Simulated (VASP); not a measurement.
Sr: single point with PBEsol

The system is Sr.

```xyz
1
Lattice="-2.0266 2.0266 2.0266 2.0266 -2.0266 2.0266 2.0266 2.0266 -2.0266" Properties=species:S:1:pos:R:3 pbc="T T T"
Sr    0.0000    0.0000    0.0000
```

This cell differs from its parent crystal: volume scaled by 0.65.

```yaml
Program: VASP 6.6.1
Task: single point
Functional: PBEsol
Potentials_or_basis: VASP PAW PBE potentials, release 64 (Sr_sv)
Cutoff: 520 eV
k_mesh: 11 × 11 × 11
Occupations: fermi-dirac, width 0.08 eV
Spin: no spin polarisation
```

```json
{"Pressure": "10.6 GPa", "Band gap on the k mesh": "zero (band 5 reaches 4.01 eV, above the bottom of band 6 at 2.54 eV)"}
```

Levels at points of the mesh, in eV from the Fermi level:
```
           k point  band 3  band 4  band 5  band 6  band 7  band 8
(0.00, 0.00, 0.00)  -17.17  -17.17   -4.06    3.08    3.08    3.08
```

Run time: 9.8 s on 1 thread of Intel(R) Xeon(R) 6975P-C (Granite Rapids) (shared host), peak memory 0.16 GiB.

Caveat: the PAW data sets were made with another functional, which shifts forces and pressure a little.
